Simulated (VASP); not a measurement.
# GaS5 (P-62m) in VASP: notebook

The runs below take GaS5 through single point, relaxation of cell and atoms, with PBE.

Program: VASP 6.6.1. These are calculated values, not measurements. Logs are shortened: lines on timing, memory, paths and dates and some standing lists are left out, and cuts for length are marked.

## 1. The cell of the first run

Symmetry: P-62m, No. 189, hexagonal system. The conventional cell has a = 6.006 Å, b = 6.006 Å, c = 3.406 Å, α = 90.00°, β = 90.00°, γ = 120.00°. Ga (site symmetry -62m) has 6 S at 2.56 Å within 3.4 Å. S (site symmetry m2m) has 2 Ga at 2.56 Å and 6 S at 2.67 to 3.30 Å within 3.4 Å. Within 3.5 Å of S (site symmetry -6) lie 11 S at 2.67 to 3.47 Å and 3 Ga at 3.47 Å.

## 2. Single point, PBE

File INCAR:

```
PREC = Accurate
ENCUT = 520
EDIFF = 1E-6
ISMEAR = 0
SIGMA = 0.1
LREAL = False
LASPH = True
NELM = 80
ALGO = Normal
ISIF = 2
LWAVE = False
LCHARG = False
GGA = PE
NBANDS = 30
```

File KPOINTS:

```
regular mesh
0
Gamma
  3 3 4
```

File POSCAR:

```
GaS5
1.0
    6.0058411785      0.0000000000      0.0000000000
   -3.0029205893      5.2012110317      0.0000000000
    0.0000000000      0.0000000000      3.4059788008
Ga S
1 5
Direct
    0.0000000000      0.0000000000      0.5000000000
    0.0000000000      0.3172379636      0.0000000000
    0.6827620364      0.6827620364      0.0000000000
    0.3172379636      0.0000000000      0.0000000000
    0.6666666667      0.3333333333      0.5000000000
    0.3333333333      0.6666666667      0.5000000000
```

Potentials or basis: VASP PAW PBE potentials, release 64 (Ga_d, S).

Started as:

```bash
$ cat potpaw_PBE.64/Ga_d/POTCAR potpaw_PBE.64/S/POTCAR > POTCAR
$ mpirun -np 1 vasp_std > vasp.out
```

OUTCAR:

```text
PREC = Accurate
   ENCUT = 520
   EDIFF = 1E-6
   ISMEAR = 0
   LREAL = False
   LASPH = True
   NELM = 80
   ISIF = 2
   GGA = PE

 ion  position               nearest neighbor table
   1  0.000  0.000  0.500-   3 2.56   3 2.56   4 2.56   4 2.56   2 2.56   2 2.56
   2  0.000  0.317  0.000-   1 2.56   1 2.56   5 2.67   5 2.67   6 2.67   6 2.67
   3  0.683  0.683  0.000-   1 2.56   1 2.56   6 2.67   6 2.67   5 2.67   5 2.67
   4  0.317  0.000  0.000-   1 2.56   1 2.56   6 2.67   6 2.67   5 2.67   5 2.67
   5  0.667  0.333  0.500-   2 2.67   2 2.67   4 2.67   4 2.67   3 2.67   3 2.67
   6  0.333  0.667  0.500-   4 2.67   4 2.67   2 2.67   2 2.67   3 2.67   3 2.67

  LATTYP: Found a hexagonal cell.
 ALAT       =     6.0058411785
 C/A-ratio  =     0.5671110340

  Lattice vectors:

 A1 = (   6.0058411785,   0.0000000000,   0.0000000000)
 A2 = (  -3.0029205893,   5.2012110317,   0.0000000000)
 A3 = (   0.0000000000,   0.0000000000,   3.4059788008)

Analysis of symmetry for initial positions (statically):
=====================================================================
 Subroutine PRICEL returns:
 Original cell was already a primitive cell.

 Routine SETGRP: Setting up the symmetry group for a
 hexagonal supercell.

 Subroutine GETGRP returns: Found 12 space group operations
 (whereof 12 operations were pure point group operations)
 out of a pool of 24 trial point group operations.

The static configuration has the point symmetry D_3h.

Analysis of symmetry for dynamics (positions and initial velocities):
=====================================================================
 Subroutine PRICEL returns:
 Original cell was already a primitive cell.

 Routine SETGRP: Setting up the symmetry group for a
 hexagonal supercell.

 Subroutine GETGRP returns: Found 12 space group operations
 (whereof 12 operations were pure point group operations)
 out of a pool of 24 trial point group operations.

The dynamic configuration has the point symmetry D_3h.

 Subroutine INISYM returns: Found 12 space group operations
 (whereof 12 operations are pure point group operations),
 and found     1 'primitive' translations

----------------------------------------------------------------------------------------

                                     Primitive cell

  volume of cell :     106.3948

  direct lattice vectors                    reciprocal lattice vectors
     6.005841178  0.000000000  0.000000000     0.166504570  0.096131458  0.000000000
    -3.002920589  5.201211032  0.000000000     0.000000000  0.192262916  0.000000000
     0.000000000  0.000000000  3.405978801     0.000000000  0.000000000  0.293601358

  length of vectors
     6.005841178  6.005841179  3.405978801     0.192262916  0.192262916  0.293601358

  position of ions in fractional coordinates (direct lattice)
     0.000000000  0.000000000  0.500000000
     0.000000000  0.317237964  0.000000000
     0.682762036  0.682762036  0.000000000
     0.317237964  0.000000000  0.000000000
     0.666666667  0.333333333  0.500000000
     0.333333333  0.666666667  0.500000000

  ion indices of the primitive-cell ions
   primitive index   ion index
                 1           1
                 2           2
                 3           3
                 4           4
                 5           5
                 6           6

----------------------------------------------------------------------------------------

 KPOINTS: regular mesh

Automatic generation of k-mesh.
 Grid dimensions read from file:
 generate k-points for:    3    3    4

 Generating k-lattice:

  Cartesian coordinates                     Fractional coordinates (reciprocal lattice)
     0.055501523  0.032043819  0.000000000     0.333333333  0.000000000  0.000000000
     0.000000000  0.064087639  0.000000000     0.000000000  0.333333333  0.000000000
     0.000000000  0.000000000  0.073400339     0.000000000  0.000000000  0.250000000

  Length of vectors
     0.064087639  0.064087639  0.073400339

  Shift w.r.t. Gamma in fractional coordinates (k-lattice)
     0.000000000  0.000000000  0.000000000

 Subroutine IBZKPT returns following result:
 ===========================================

 Found      9 irreducible k-points:

 Following reciprocal coordinates:
            Coordinates               Weight
  0.000000  0.000000  0.000000      1.000000
  0.333333 -0.000000  0.000000      6.000000
  0.333333  0.333333  0.000000      2.000000
  0.000000  0.000000  0.250000      2.000000
  0.333333 -0.000000  0.250000     12.000000
  0.333333  0.333333  0.250000      4.000000
  0.000000  0.000000  0.500000      1.000000
  0.333333 -0.000000  0.500000      6.000000
  0.333333  0.333333  0.500000      2.000000
   k-points           NKPTS =      9   k-points in BZ     NKDIM =      9   number of bands    NBANDS=     30
   number of dos      NEDOS =    301   number of ions     NIONS =      6
   total plane-waves  NPLWV =  64512
   dimension x,y,z NGX =    48 NGY =   48 NGZ =   28
   dimension x,y,z NGXF=    96 NGYF=   96 NGZF=   56
   ions per type =               1   5
   NGX,Y,Z   is equivalent  to a cutoff of  13.29, 13.29, 13.67 a.u.
   NGXF,Y,Z  is equivalent  to a cutoff of  26.57, 26.57, 27.33 a.u.
 SYSTEM =  unknown system
   PREC   = accura    normal or accurate (medium, high low for compatibility)
   ISTART =      0    job   : 0-new  1-cont  2-samecut
   ICHARG =      2    charge: 1-file 2-atom 10-const
   ISPIN  =      1    spin polarized calculation?
   LNONCOLLINEAR =      F non collinear calculations
   LSORBIT =      F    spin-orbit coupling
   LASPH  =      T    aspherical Exc in radial PAW
   ENCUT  =  520.0 eV  38.22 Ry    6.18 a.u.  11.17 11.17  6.33*2*pi/ulx,y,z
   NELM   =     80;   NELMIN=  2; NELMDL= -5     # of ELM steps
   EDIFF  = 0.1E-05   stopping-criterion for ELM
   LREAL  =      F    real-space projection
   EDIFFG = 0.1E-04   stopping-criterion for IOM
   NSW    =      0    number of steps for IOM
   IBRION =     -1    ionic relax: 0-MD 1-quasi-New 2-CG
   NFREE  =      0    steps in history (QN), initial steepest desc. (CG)
   ISIF   =      2    stress and relaxation
   ISYM   =      2    0-nonsym 1-usesym 2-fastsym
   POTIM  = 0.5000    time-step for ionic-motion
   TEBEG  =    0.0;   TEEND  =   0.0 temperature during run
   PSTRESS=    0.0 pullay stress
   NELECT =      43.0000    total number of electrons
   NUPDOWN=      -1.0000    fix difference up-down
   EMIN   =  10.00;   EMAX   =-10.00  energy-range for DOS
   EFERMI =   0.00;   METHOD = LEGACY
   ISMEAR =     0;   SIGMA  =   0.10  broadening in eV -4-tet -1-fermi 0-gaus
   EFERMI_NEDOS =   21; number of points for ismear=-14 and -15
   IALGO  =     38    algorithm
   IMIX   =      4    mixing-type and parameters
     AMIX     =   0.40;   BMIX     =  1.00
     AMIX_MAG =   1.60;   BMIX_MAG =  1.00
  volume/ion in A,a.u.               =      17.73       119.66
  Fermi-wavevector in a.u.,A,eV,Ry     =   1.210387  2.287300 19.933032  1.465037
  Thomas-Fermi vector in A             =   2.345935
   LORBIT       =      0    0 simple, 1 ext, 2 COOP (PROOUT), +10 PAW based schemes
   GGA     = PE    functional components
   LHFCALC =     F    Hartree Fock is set to
   AEXX    =    0.0000 exact exchange contribution
   IVDW    =     0    specifies the selected vdW correction
   LEPSILON=     F    determine dielectric tensor
   LRPA    =     F    only Hartree local field effects (RPA)
 non-spin polarized calculation
 Gauss-broadening in eV      SIGMA  =   0.10
  energy-cutoff  :      520.00
  volume of cell :      106.39
 maximum number of plane-waves:      2883
 NGX is ok and might be reduce to    48
   NGX = 23   NGY = 23   NGZ = 13

 number of electron      43.0000003 magnetization

 Free energy of the ion-electron system (eV)
  ---------------------------------------------------
  ext. energy  EPLUGINS =         0.00000000
  ---------------------------------------------------
  free energy    TOTEN  =       -20.31135397 eV

  energy without entropy =      -20.29990136  energy(sigma->0) =      -20.30562766

 E-fermi :   6.2212     XC(G=0): -10.5588

 val. band max:        6.1881240792   @ k =   0.0000   0.0000   0.5000
 cond. band min:       6.2389744728   @ k =   0.3333  -0.0000   0.5000
 fundamental gap:      0.0508503936
 Fermi energy:         6.2211951808

 k-point     1 :       0.0000    0.0000    0.0000
  band No.  band energies     occupation
      1      -9.7864      2.00000
      2      -8.6821      2.00000
      3      -8.6821      2.00000
      4      -8.6455      2.00000
      5      -8.6046      2.00000
      6      -8.6046      2.00000
[... 22 lines left out ...]
     29      11.3548      0.00000
     30      13.5550      0.00000

 k-point     2 :       0.3333   -0.0000    0.0000
  band No.  band energies     occupation
      1      -9.3904      2.00000
      2      -8.7414      2.00000
      3      -8.6834      2.00000
      4      -8.6179      2.00000
      5      -8.6048      2.00000
      6      -8.6046      2.00000
[... 22 lines left out ...]
     29      11.7830      0.00000
     30      12.5131      0.00000

 k-point     3 :       0.3333    0.3333    0.0000
  band No.  band energies     occupation
      1      -8.9078      2.00000
      2      -8.9078      2.00000
      3      -8.6893      2.00000
      4      -8.6048      2.00000
      5      -8.6048      2.00000
      6      -8.4516      2.00000
[... 22 lines left out ...]
     29      11.8623      0.00000
     30      12.0212      0.00000

 k-point     4 :       0.0000    0.0000    0.2500
  band No.  band energies     occupation
      1      -9.1417      2.00000
      2      -8.7178      2.00000
      3      -8.7178      2.00000
      4      -8.6251      2.00000
      5      -8.6251      2.00000
      6      -8.5910      2.00000
[... 22 lines left out ...]
     29      12.7774      0.00000
     30      13.6144      0.00000

 k-point     5 :       0.3333   -0.0000    0.2500
  band No.  band energies     occupation
      1      -8.8981      2.00000
      2      -8.7376      2.00000
      3      -8.6334      2.00000
      4      -8.6248      2.00000
      5      -8.6085      2.00000
      6      -8.5215      2.00000
[... 22 lines left out ...]
     29      11.9764      0.00000
     30      13.8163      0.00000

 k-point     6 :       0.3333    0.3333    0.2500
  band No.  band energies     occupation
      1      -8.7901      2.00000
      2      -8.7901      2.00000
      3      -8.6283      2.00000
      4      -8.6283      2.00000
      5      -8.5989      2.00000
      6      -7.9888      2.00000
[... 22 lines left out ...]
     29      11.5036      0.00000
     30      13.7110      0.00000

 k-point     7 :       0.0000    0.0000    0.5000
  band No.  band energies     occupation
      1      -8.7682      2.00000
      2      -8.7682      2.00000
      3      -8.6206      2.00000
      4      -8.6206      2.00000
      5      -8.5380      2.00000
      6      -7.5588      2.00000
[... 22 lines left out ...]
     29      13.4283      0.00000
     30      14.4884      0.00000

 k-point     8 :       0.3333   -0.0000    0.5000
  band No.  band energies     occupation
      1      -8.7897      2.00000
      2      -8.7730      2.00000
      3      -8.6241      2.00000
      4      -8.6204      2.00000
      5      -8.5329      2.00000
      6      -7.1925      2.00000
[... 22 lines left out ...]
     29      12.0439      0.00000
     30      13.8943      0.00000

 k-point     9 :       0.3333    0.3333    0.5000
  band No.  band energies     occupation
      1      -8.7871      2.00000
      2      -8.7871      2.00000
      3      -8.6232      2.00000
      4      -8.6232      2.00000
      5      -8.5308      2.00000
      6      -6.8244      2.00000
[... 22 lines left out ...]
     29      10.9655      0.00000
     30      15.0604      0.00000

------------------------ aborting loop because EDIFF is reached ----------------------------------------

  FORCE on cell =-STRESS in cart. coord.  units (eV):
  Direction    XX          YY          ZZ          XY          YZ          ZX
  --------------------------------------------------------------------------------------
  -------------------------------------------------------------------------------------
  Total        0.0164193      0.0164193     -0.2589884     -0.0000000      0.0000000      0.0000000
  in kB        0.2472544      0.2472544     -3.9000535     -0.0000000      0.0000000      0.0000000
  external PRESSURE =      -1.1351815 kB  Pullay stress =       0.0000000 kB

 VOLUME and BASIS-vectors are now :
 -----------------------------------------------------------------------------
  energy-cutoff  :      520.00
  volume of cell :      106.39
      direct lattice vectors                 reciprocal lattice vectors
     6.005841178  0.000000000  0.000000000     0.166504570  0.096131458  0.000000000
    -3.002920589  5.201211032  0.000000000     0.000000000  0.192262916  0.000000000
     0.000000000  0.000000000  3.405978801     0.000000000  0.000000000  0.293601358

 POSITION                                       TOTAL-FORCE (eV/Angst)
 -----------------------------------------------------------------------------------
      0.00000      0.00000      1.70299        -0.000000     -0.000000      0.000000
     -0.95264      1.65002      0.00000        -0.008899      0.015414     -0.000000
      2.05028      3.55119      0.00000        -0.008899     -0.015414      0.000000
      1.90528      0.00000      0.00000         0.017799      0.000000     -0.000000
      3.00292      1.73374      1.70299        -0.000000      0.000000      0.000000
     -0.00000      3.46747      1.70299        -0.000000     -0.000000      0.000000
 -----------------------------------------------------------------------------------
    total drift:                               -0.000000     -0.000000     -0.000000

  FREE ENERGIE OF THE ION-ELECTRON SYSTEM (eV)
  ---------------------------------------------------
  free  energy   TOTEN  =       -20.3113539704 eV

  energy  without entropy=      -20.2999013553  energy(sigma->0) =      -20.30562766
```

Run time: 18 s. Hardware: 1 thread of Intel Xeon 6975P-C (Granite Rapids), shared host; peak memory 0.24 GiB.

What came out:

```
Free energy   : -20.3114 eV
Pressure      : -0.1 GPa
Largest force : 0.018 eV/Å
```

Forces on the atoms (eV/Å):
```
Ga   0.000  0.000  0.000
S   -0.009  0.015  0.000
S   -0.009 -0.015  0.000
S    0.018  0.000  0.000
S    0.000  0.000  0.000
S    0.000  0.000  0.000
```

Levels at points of the mesh, in eV from the Fermi level:
| k point | band 20 | band 21 | band 22 | band 23 | band 24 | band 25 |
| --- | --- | --- | --- | --- | --- | --- |
| (0.00, 0.00, 0.00) | -0.99 | -0.13 | -0.13 | 0.77 | 0.89 | 0.89 |
| (0.00, 0.00, 0.50) | -0.88 | -0.88 | -0.03 | 0.56 | 0.56 | 1.62 |

Caveat: the k points lie up to 0.46 Å⁻¹ apart.

## 3. Single point, PBE

This run uses another cell than the first one, of 17.63 Å³/atom, 0.994 times its volume.

File INCAR:

```
SYSTEM = GaS5
PREC = Accurate
ENCUT = 520
EDIFF = 1E-6
ISMEAR = 0
SIGMA = 0.1
LREAL = .FALSE.
LASPH = .TRUE.
NELM = 100
ALGO = Normal
ISIF = 2
LWAVE = .FALSE.
LCHARG = .FALSE.
GGA = PE
NBANDS = 30
```

File KPOINTS:

```
regular mesh
0
G
  3 3 6
  0 0 0
```

File POSCAR:

```
GaS5
1.0
    5.9531798536      0.0000000000      0.0000000000
   -2.9765899268      5.1556049865      0.0000000000
    0.0000000000      0.0000000000      3.4470546727
Ga S
1 5
Direct
    0.0000000000      0.0000000000      0.5000000000
    0.0000000000      0.3372064641      0.0000000000
    0.6627935359      0.6627935359      0.0000000000
    0.3372064641      0.0000000000      0.0000000000
    0.6666666667      0.3333333333      0.5000000000
    0.3333333333      0.6666666667      0.5000000000
```

Potentials or basis: VASP PAW PBE potentials, release 64 (Ga_d, S).

Started as:

```bash
$ cat potpaw_PBE.64/Ga_d/POTCAR potpaw_PBE.64/S/POTCAR > POTCAR
$ mpirun -np 1 vasp_std > vasp.out
```

It took 20 s on 1 thread of Intel Xeon 6975P-C (Granite Rapids), shared host; peak memory 0.24 GiB.

The run converged. Its results:

- Free energy: -20.5036 eV
- Pressure: -0.3 GPa
- Largest force: 0.014 eV/Å

Forces in eV/Å, atoms in the order of the input:
```
Ga   0.000  0.000  0.000
S    0.007 -0.012  0.000
S    0.007  0.012  0.000
S   -0.014  0.000  0.000
S    0.000  0.000  0.000
S    0.000  0.000  0.000
```

Stress tensor (GPa, compression positive):
```
-0.28  0.00  0.00
 0.00 -0.28  0.00
 0.00  0.00 -0.41
```

Levels at points of the mesh, in eV from the Fermi level:
```csv
k point,band 19,band 20,band 21,band 22,band 23,band 24
"(0.00, 0.00, 0.00)",-1.54,-1.17,-0.37,-0.37,1.20,1.20
"(0.00, 0.00, 0.50)",-3.25,-0.81,-0.81,0.28,0.85,0.85
```

Caveat: the k points lie up to 0.41 Å⁻¹ apart.

(Continued in part 2 of 2.)
